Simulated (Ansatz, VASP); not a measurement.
# Two plane-wave programs on BN

File INCAR:

```
  ALGO = Normal
  EDIFF = 1E-6
  ENCUT = 520
  GGA = PE
  ISIF = 2
  ISMEAR = 0
  LASPH = True
  LCHARG = False
  LREAL = False
  LWAVE = False
  NBANDS = 11
  NELM = 100
  PREC = Accurate
  SIGMA = 0.05
```

Contents of KPOINTS:

```
k-points
0
Gamma
  12 12 12
```

Contents of POSCAR:

```
BN
1.0
   -0.2038943003      1.8123937807      1.8123937807
    1.8123937807     -0.2038943003      1.8123937807
    1.6084994804      1.6084994804      0.0000000000
B N
1 1
Direct
    0.0000000000      0.0000000000      0.0000000000
    0.7500000000      0.7500000000      0.7500000000
```

Input for Ansatz:

```yaml
crystal:
  lattice:
    - [-0.2038943003, 1.8123937807, 1.8123937807]
    - [1.8123937807, -0.2038943003, 1.8123937807]
    - [1.6084994804, 1.6084994804, 0.0]
  atoms:
    - { symbol: B, position: [0.0, 0.0, 0.0] }
    - { symbol: "N", position: [0.75, 0.75, 0.75] }
basis:
  ecutwfc: 520.0
kpoints:
  mp_grid: { grid: [12, 12, 12] }
hamiltonian:
  xc: pbe
scf:
  occupations: { method: gaussian, width: 0.05 }
output:
  forces: true
  stress: true
  eigenvalues: true
```

Change from the starting cell: engineering shear strain xz -0.2250, normal strain along z +0.0000.

Alike in both runs: task single point; functional PBE; k mesh 12 × 12 × 12; occupations gaussian, width 0.05 eV; no spin polarisation.

|  | VASP | Ansatz |
| --- | --- | --- |
| version | VASP 6.6.1 | Ansatz 0.2.0 |
| potentials or method | VASP PAW PBE potentials, release 64 (B, N), cutoff 520 eV | scalar-relativistic, plane waves, PAW |
| valence electrons in the cell | 8 | 8 |

```tsv
	VASP	Ansatz	Ansatz less VASP
gap on the k mesh at the Fermi level (eV)	1.86	1.86	+0.009
least direct gap on the mesh (eV)	4.49	4.48	-0.004
pressure (GPa)	24.0	23.7	-0.29
traceless stress, the component that is largest in VASP (GPa)	105.93	105.40	-0.532
rms of the force components (eV/Å)	0.315	0.297	-0.0175
```

Atom by atom the forces differ by 0.017 eV/Å (rms over components).
